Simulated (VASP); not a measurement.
# Pt (Fm-3m) in VASP: notebook

Runs on Pt. Level: PBE+D3(BJ). Tasks: single point, relaxation of cell and atoms.

Program: VASP 6.6.1. These are calculated values, not measurements. Logs are shortened: lines on timing, memory, paths and dates and some standing lists are left out, and cuts for length are marked.

## 1. The cell of the first run

The structure is cubic, space group Fm-3m (No. 225). The conventional cell has a = 3.916 Å, b = 3.916 Å, c = 3.916 Å, α = 90.00°, β = 90.00°, γ = 90.00°. Pt (site symmetry m-3m) has 12 Pt at 2.77 Å within 3.6 Å.

## 2. Single point, PBE+D3(BJ)

INCAR reads:

```
ALGO = Normal ; EDIFF = 1E-6
ENCUT = 520 ; GGA = PE
ISIF = 2 ; ISMEAR = 0
IVDW = 12 ; LASPH = True
LCHARG = False ; LREAL = False
LWAVE = False ; NBANDS = 11
NELM = 60 ; PREC = Accurate
SIGMA = 0.1
```

KPOINTS reads:

```
k-points
0
Gamma
  8 8 8
```

POSCAR reads:

```
Pt
1.0
    0.0000000000      1.9579000000      1.9579000000
    1.9579000000      0.0000000000      1.9579000000
    1.9579000000      1.9579000000      0.0000000000
Pt
1
Direct
    0.0000000000      0.0000000000      0.0000000000
```

Potentials or basis: VASP PAW PBE potentials, release 64 (Pt).

Run with:

```console
$ cat potpaw_PBE.64/Pt/POTCAR > POTCAR
$ mpirun -np 1 vasp_std > vasp.out
```

OUTCAR:

```text
EDIFF = 1E-6
   ENCUT = 520
   GGA = PE
   ISIF = 2
   ISMEAR = 0
   IVDW = 12
   LASPH = True
   LREAL = False
   NELM = 60
   PREC = Accurate
 IVDW          = 12

 ion  position               nearest neighbor table
   1  0.000  0.000  0.000-

  LATTYP: Found a face centered cubic cell.
 ALAT       =     3.9158000000

  Lattice vectors:

 A1 = (   0.0000000000,   1.9579000000,   1.9579000000)
 A2 = (   1.9579000000,   0.0000000000,   1.9579000000)
 A3 = (   1.9579000000,   1.9579000000,   0.0000000000)

Analysis of symmetry for initial positions (statically):
=====================================================================
 Subroutine PRICEL returns:
 Original cell was already a primitive cell.

 Routine SETGRP: Setting up the symmetry group for a
 face centered cubic supercell.

 Subroutine GETGRP returns: Found 48 space group operations
 (whereof 48 operations were pure point group operations)
 out of a pool of 48 trial point group operations.

The static configuration has the point symmetry O_h .

Analysis of symmetry for dynamics (positions and initial velocities):
=====================================================================
 Subroutine PRICEL returns:
 Original cell was already a primitive cell.

 Routine SETGRP: Setting up the symmetry group for a
 face centered cubic supercell.

 Subroutine GETGRP returns: Found 48 space group operations
 (whereof 48 operations were pure point group operations)
 out of a pool of 48 trial point group operations.

The dynamic configuration has the point symmetry O_h .

 Subroutine INISYM returns: Found 48 space group operations
 (whereof 48 operations are pure point group operations),
 and found     1 'primitive' translations

----------------------------------------------------------------------------------------

                                     Primitive cell

  volume of cell :      15.0107

  direct lattice vectors                    reciprocal lattice vectors
     0.000000000  1.957900000  1.957900000    -0.255375658  0.255375658  0.255375658
     1.957900000  0.000000000  1.957900000     0.255375658 -0.255375658  0.255375658
     1.957900000  1.957900000  0.000000000     0.255375658  0.255375658 -0.255375658

  length of vectors
     2.768888734  2.768888734  2.768888734     0.442323614  0.442323614  0.442323614

  position of ions in fractional coordinates (direct lattice)
[... 83 lines left out ...]
   ISIF   =      2    stress and relaxation
   ISYM   =      2    0-nonsym 1-usesym 2-fastsym
   POTIM  = 0.5000    time-step for ionic-motion
   TEBEG  =    0.0;   TEEND  =   0.0 temperature during run
   PSTRESS=    0.0 pullay stress
   NELECT =      10.0000    total number of electrons
   NUPDOWN=      -1.0000    fix difference up-down
   EMIN   =  10.00;   EMAX   =-10.00  energy-range for DOS
   EFERMI =   0.00;   METHOD = LEGACY
   ISMEAR =     0;   SIGMA  =   0.10  broadening in eV -4-tet -1-fermi 0-gaus
   EFERMI_NEDOS =   21; number of points for ismear=-14 and -15
   IALGO  =     38    algorithm
   IMIX   =      4    mixing-type and parameters
     AMIX     =   0.40;   BMIX     =  1.00
     AMIX_MAG =   1.60;   BMIX_MAG =  1.00
  volume/ion in A,a.u.               =      15.01       101.30
  Fermi-wavevector in a.u.,A,eV,Ry     =   1.429797  2.701924 27.814648  2.044319
  Thomas-Fermi vector in A             =   2.549712
   LORBIT       =      0    0 simple, 1 ext, 2 COOP (PROOUT), +10 PAW based schemes
   GGA     = PE    functional components
   LHFCALC =     F    Hartree Fock is set to
   AEXX    =    0.0000 exact exchange contribution
   IVDW    =    12    specifies the selected vdW correction
   LEPSILON=     F    determine dielectric tensor
   LRPA    =     F    only Hartree local field effects (RPA)
 non-spin polarized calculation
 Gauss-broadening in eV      SIGMA  =   0.10
  energy-cutoff  :      520.00
  volume of cell :       15.01
 maximum number of plane-waves:       415
 NGX is ok and might be reduce to    24
   NGX = 11   NGY = 11   NGZ = 11

 number of electron      10.0000000 magnetization

 number of electron       9.9999999 magnetization

 Free energy of the ion-electron system (eV)
  ---------------------------------------------------
  ext. energy  EPLUGINS =         0.00000000
  ---------------------------------------------------
  free energy    TOTEN  =        -6.06893364 eV

  energy without entropy =       -6.06010431  energy(sigma->0) =       -6.06451897

 E-fermi :  11.2871     XC(G=0): -13.5258

 val. band max:       11.1458214372   @ k =  -0.3750   0.3750   0.0000
 cond. band min:      11.2893609418   @ k =  -0.2500   0.1250   0.0000
 fundamental gap:      0.1435395046
 Fermi energy:        11.2870871823

 k-point     1 :       0.0000    0.0000    0.0000
  band No.  band energies     occupation
      1       1.0862      2.00000
      2       7.5100      2.00000
      3       7.5100      2.00000
      4       7.5100      2.00000
      5       9.6760      2.00000
      6       9.6760      2.00000
      7      25.9867      0.00000
      8      30.9770      0.00000
      9      30.9770      0.00000
     10      30.9770      0.00000
     11      36.3471      0.00000
[... 309 lines left out ...]
 k-point    24 :      -0.3750    0.2500    0.1250
  band No.  band energies     occupation
      1       5.2505      2.00000
      2       6.4767      2.00000
      3       7.8589      2.00000
      4       8.6158      2.00000
      5      11.1270      1.97640
      6      15.7804      0.00000
      7      16.8871      0.00000
      8      26.1225      0.00000
      9      26.4634      0.00000
     10      30.5487      0.00000
     11      37.5975      0.00000

 [... further k-points ...]

------------------------ aborting loop because EDIFF is reached ----------------------------------------

 Edisp (eV)   -0.78306

 E8    (eV) :    -0.3591

  FORCE on cell =-STRESS in cart. coord.  units (eV):
  Direction    XX          YY          ZZ          XY          YZ          ZX
  --------------------------------------------------------------------------------------
  -------------------------------------------------------------------------------------
  Total       0.14464     0.14464     0.14464     0.00000     0.00000     0.00000
  in kB      15.43817    15.43817    15.43817     0.00000     0.00000     0.00000
  external pressure =       15.44 kB  Pullay stress =        0.00 kB

 VOLUME and BASIS-vectors are now :
 -----------------------------------------------------------------------------
  energy-cutoff  :      520.00
  volume of cell :       15.01
      direct lattice vectors                 reciprocal lattice vectors
     0.000000000  1.957900000  1.957900000    -0.255375658  0.255375658  0.255375658
     1.957900000  0.000000000  1.957900000     0.255375658 -0.255375658  0.255375658
     1.957900000  1.957900000  0.000000000     0.255375658  0.255375658 -0.255375658

 POSITION                                       TOTAL-FORCE (eV/Angst)
 -----------------------------------------------------------------------------------
      0.00000      0.00000      0.00000        -0.000000     -0.000000      0.000000
 -----------------------------------------------------------------------------------
    total drift:                               -0.000000      0.000000     -0.000000

  FREE ENERGIE OF THE ION-ELECTRON SYSTEM (eV)
  ---------------------------------------------------
  free  energy   TOTEN  =        -6.8519982128 eV

  energy  without entropy=       -6.8431688878  energy(sigma->0) =       -6.84758355
```

It took 5.8 s on 1 thread of AMD EPYC 7R43 (Zen 3), shared host; peak memory 0.11 GiB.

What came out:

```
Free energy                : -6.8520 eV
Pressure                   : 1.5 GPa
Band gap on the k mesh     : zero (band 5 reaches 11.82 eV, above the bottom of band 6 at 9.57 eV)
Dispersion energy per atom : -0.783 eV
```

Levels at points of the mesh, in eV from the Fermi level:
```csv
k point,band 3,band 4,band 5,band 6,band 7,band 8
"(0.00, 0.00, 0.00)",-3.78,-3.78,-1.61,-1.61,14.70,19.69
"(0.50, 0.00, 0.00)",-3.84,-0.42,0.07,0.07,5.92,14.27
"(0.50, 0.50, 0.00)",0.04,0.53,0.53,1.84,8.98,11.48
```

Caveat: spin-orbit coupling is left out, which moves the levels of the heavy elements; pairwise dispersion overbinds metals, which lowers pressure and volume.

## 3. Single point, PBE+D3(BJ)

This run uses another cell than the first one, of 15.16 Å³/atom, 1.010 times its volume.

INCAR reads:

```
PREC     = Accurate       # precision mode
ENCUT    = 520            # plane-wave cutoff, eV
EDIFF    = 1E-6           # SCF threshold, eV
ISMEAR   = 0              # smearing method
SIGMA    = 0.1            # smearing width, eV
LREAL    = F              # projectors in reciprocal space
LASPH    = T              # aspherical terms in the spheres
NELM     = 80             # most SCF steps
ALGO     = Fast           # electronic algorithm
ISIF     = 2              # what is computed and relaxed
LWAVE    = F              # write WAVECAR
LCHARG   = F              # write CHGCAR
GGA      = PE             # functional
IVDW     = 12             # dispersion correction
NBANDS   = 11             # bands
```

KPOINTS reads:

```
regular mesh
0
Gamma
  18 18 18
```

POSCAR reads:

```
Pt
1.0
    0.0000000000      1.9642477772      1.9642477772
    1.9642477772      0.0000000000      1.9642477772
    1.9642477772      1.9642477772      0.0000000000
Pt
1
Direct
    0.0000000000      0.0000000000      0.0000000000
```

Potentials or basis: VASP PAW PBE potentials, release 64 (Pt).

Run with:

```console
$ cat potpaw_PBE.64/Pt/POTCAR > POTCAR
$ mpirun -np 1 vasp_std > vasp.out
```

It took 42 s on 1 thread of AMD EPYC 7R43 (Zen 3), shared host; peak memory 0.13 GiB.

It converged, with:

* Free energy: -6.8638 eV
* Pressure: -0.6 GPa
* Band gap on the k mesh: zero (band 5 reaches 11.66 eV, above the bottom of band 6 at 9.44 eV)
* Dispersion energy per atom: -0.775 eV

Levels at points of the mesh, in eV from the Fermi level:
| k point | band 1 | band 2 | band 3 | band 4 | band 5 | band 6 | band 7 | band 8 | band 9 | band 10 |
| --- | --- | --- | --- | --- | --- | --- | --- | --- | --- | --- |
| (0.00, 0.00, 0.00) | -10.16 | -3.76 | -3.76 | -3.76 | -1.62 | -1.62 | 14.65 | 19.59 | 19.59 | 19.59 |
| (0.50, 0.00, 0.00) | -7.27 | -3.82 | -3.82 | -0.45 | 0.04 | 0.04 | 5.80 | 14.22 | 18.95 | 18.95 |
| (0.50, 0.50, 0.00) | -7.02 | -6.57 | 0.00 | 0.48 | 0.48 | 1.79 | 8.82 | 11.38 | 11.38 | 20.09 |

Caveat: spin-orbit coupling is left out, which moves the levels of the heavy elements; pairwise dispersion overbinds metals, which lowers pressure and volume.

## 4. Relaxation of cell and atoms, PBE+D3(BJ)

INCAR reads:

```
ALGO = Normal
EDIFF = 1E-6
EDIFFG = -0.005
ENCUT = 600
GGA = PE
IBRION = 2
ISIF = 3
ISMEAR = 0
IVDW = 12
LASPH = True
LCHARG = False
LREAL = False
LWAVE = False
NELM = 80
NSW = 100
PREC = Accurate
SIGMA = 0.1
```

KPOINTS reads:

```
k-points
0
Gamma
  18 18 18
```

POSCAR reads:

```
Pt
1.0
    0.0000000000      1.9579000000      1.9579000000
    1.9579000000      0.0000000000      1.9579000000
    1.9579000000      1.9579000000      0.0000000000
Pt
1
Direct
    0.0000000000      0.0000000000      0.0000000000
```

Run with:

```console
$ cat potpaw_PBE.64/Pt/POTCAR > POTCAR
$ mpirun -np 1 vasp_std > vasp.out
```

Wall time 63 s (1 thread of AMD EPYC 7R43 (Zen 3), shared host); peak memory 0.15 GiB.

It converged, with:

```yaml
Free_energy: -6.8641 eV
Relaxed_volume: 15.13 Å³/atom
Relaxed_cell: a = 2.776 Å, b = 2.776 Å, c = 2.776 Å, α = 60.00°, β = 60.00°, γ = 60.00°
Space_group_after_relaxing_to_0.05_Å: Fm-3m (No. 225)
Energy_gained_by_relaxing: 0.9 meV/atom
Ionic_steps: 3
Pressure_after_relaxing: 0.0 GPa
Band_gap_on_the_k_mesh: zero (band 5 reaches 11.69 eV, above the bottom of band 6 at 9.47 eV)
Dispersion_energy_per_atom: -0.776 eV
```

Step by step:
```tsv
step	energy change (eV)	largest force (eV/Å)	pressure (GPa)	volume (Å³)
1	0.0000	0.0000	2.30	15.01
2	0.0059	0.0000	-6.01	15.48
3	-0.0009	0.0000	0.00	15.13
```

Final structure:
```cif
data_structure
_symmetry_space_group_name_H-M 'P 1'
_symmetry_Int_Tables_number 1
_cell_length_a 2.7764
_cell_length_b 2.7764
_cell_length_c 2.7764
_cell_angle_alpha 60.000
_cell_angle_beta 60.000
_cell_angle_gamma 60.000
_cell_volume 15.13
loop_
_atom_site_label
_atom_site_type_symbol
_atom_site_fract_x
_atom_site_fract_y
_atom_site_fract_z
_atom_site_occupancy
Pt1 Pt 0.00000 0.00000 0.00000 1
```

Levels at points of the mesh, in eV from the Fermi level:
| k point | band 3 | band 4 | band 5 | band 6 | band 7 | band 8 |
| --- | --- | --- | --- | --- | --- | --- |
| (0.00, 0.00, 0.00) | -3.77 | -3.77 | -1.63 | -1.63 | 14.65 | 19.59 |
| (0.50, 0.00, 0.00) | -3.83 | -0.46 | 0.04 | 0.04 | 5.81 | 14.21 |
| (0.50, 0.50, 0.00) | 0.00 | 0.49 | 0.49 | 1.79 | 8.84 | 11.38 |

Caveat: spin-orbit coupling is left out, which moves the levels of the heavy elements; pairwise dispersion overbinds metals, which lowers pressure and volume. Zero-point motion and thermal expansion aren't in these numbers.

## 5. Single point, PBE+D3(BJ)

This run uses another cell than the first one, of 15.16 Å³/atom, 1.010 times its volume.

INCAR reads:

```
PREC     = Accurate       # precision mode
ENCUT    = 520            # plane-wave cutoff, eV
EDIFF    = 1E-6           # SCF threshold, eV
ISMEAR   = 0              # smearing method
SIGMA    = 0.1            # smearing width, eV
LREAL    = F              # projectors in reciprocal space
LASPH    = T              # aspherical terms in the spheres
NELM     = 80             # most SCF steps
ALGO     = Fast           # electronic algorithm
ISIF     = 2              # what is computed and relaxed
LWAVE    = F              # write WAVECAR
LCHARG   = F              # write CHGCAR
GGA      = PE             # functional
IVDW     = 12             # dispersion correction
NBANDS   = 11             # bands
```

KPOINTS reads:

```
regular mesh
0
Gamma
  18 18 18
```

POSCAR reads:

```
Pt
1.0
    0.0000000000      1.9642477771      1.9642477771
    1.9642477771      0.0000000000      1.9642477771
    1.9642477771      1.9642477771      0.0000000000
Pt
1
Direct
    0.0000000000      0.0000000000      0.0000000000
```

Run with:

```console
$ cat potpaw_PBE.64/Pt/POTCAR > POTCAR
$ mpirun -np 1 vasp_std > vasp.out
```

Wall time 15 s (1 thread of Intel Xeon Platinum 8488C (Sapphire Rapids), shared host); peak memory 0.17 GiB.

Results (log left out):

```yaml
Free_energy: -6.8638 eV
Pressure: -0.6 GPa
Band_gap_on_the_k_mesh: zero (band 5 reaches 11.66 eV, above the bottom of band 6 at 9.44 eV)
Dispersion_energy_per_atom: -0.775 eV
```

Levels at points of the mesh, in eV from the Fermi level:
| k point | band 1 | band 2 | band 3 | band 4 | band 5 | band 6 | band 7 | band 8 | band 9 | band 10 |
| --- | --- | --- | --- | --- | --- | --- | --- | --- | --- | --- |
| (0.00, 0.00, 0.00) | -10.16 | -3.76 | -3.76 | -3.76 | -1.62 | -1.62 | 14.65 | 19.59 | 19.59 | 19.59 |
| (0.50, 0.00, 0.00) | -7.27 | -3.82 | -3.82 | -0.45 | 0.04 | 0.04 | 5.80 | 14.22 | 18.95 | 18.95 |
| (0.50, 0.50, 0.00) | -7.02 | -6.57 | 0.00 | 0.48 | 0.48 | 1.79 | 8.82 | 11.38 | 11.38 | 20.09 |

Caveat: spin-orbit coupling is left out, which moves the levels of the heavy elements; pairwise dispersion overbinds metals, which lowers pressure and volume.

## 6. Overview

| task | cell | k mesh | cutoff (eV) | gap on the mesh (eV) | pressure (GPa) |
| --- | --- | --- | --- | --- | --- |
| single point | a = 2.769 Å, angles 60.0°, 1 atom | 8 × 8 × 8 | 520 | none | 1.5 |
| single point | a = 2.778 Å, angles 60.0°, 1 atom | 18 × 18 × 18 | 520 | none | -0.6 |
| relaxation of cell and atoms | relaxed from a = 2.769 Å, angles 60.0°, 1 atom | 18 × 18 × 18 | 600 | none | 0.0 |

Alike in all rows: level PBE+D3(BJ); potentials or basis VASP PAW PBE potentials, release 64 (Pt); no spin polarisation; smearing gaussian 0.1 eV.

Caveats: spin-orbit coupling is left out, which moves the levels of the heavy elements; pairwise dispersion overbinds metals, which lowers pressure and volume.

Absolute energies hang on the potentials; compare differences alone.
